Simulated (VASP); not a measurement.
A run of VASP 6.6.1:

Contents of INCAR:

```
PREC     = Accurate       # precision mode
ENCUT    = 690            # plane-wave cutoff, eV
EDIFF    = 1E-6           # SCF threshold, eV
ISMEAR   = 0              # smearing method
SIGMA    = 0.1            # smearing width, eV
LREAL    = F              # projectors in reciprocal space
LASPH    = T              # aspherical terms in the spheres
NELM     = 120            # most SCF steps
ALGO     = Normal         # electronic algorithm
ISIF     = 2              # what is computed and relaxed
LWAVE    = F              # write WAVECAR
LCHARG   = T              # write CHGCAR
GGA      = PS             # functional
LELF     = T              # ELF
LVHAR    = T            
NBANDS   = 19             # bands
GGA_COMPAT= F
```

Contents of KPOINTS:

```
regular mesh
0
Gamma
  16 16 8
```

File POSCAR:

```
FeSi2
1.0
    2.7565700201      0.0000000000      0.0000000000
    0.0000000000      2.7565700201      0.0000000000
    0.0000000000      0.0000000000      5.2595532431
Fe Si
1 2
Direct
    0.0000000000      0.0000000000      0.0000000000
    0.5000000000      0.5000000000      0.2691432377
    0.5000000000      0.5000000000      0.7308567623
```

Potentials or basis: VASP PAW PBE potentials, release 64 (Fe_sv, Si).

Launch:

```bash
$ cat potpaw_PBE.64/Fe_sv/POTCAR potpaw_PBE.64/Si/POTCAR > POTCAR
$ mpirun -np 1 vasp_std > vasp.out
```

Hardware: 1 thread of Intel(R) Xeon(R) Platinum 8124M CPU @ 3.00GHz (Skylake/Cascade Lake), with other jobs on the host.

Q: How long does it take, and how much memory?

A: Wall time 120 s on 1 thread of Intel(R) Xeon(R) Platinum 8124M CPU @ 3.00GHz (Skylake/Cascade Lake), with other jobs on the host, peak memory 0.36 GiB. Counts: scf iterations 13, k points 225.
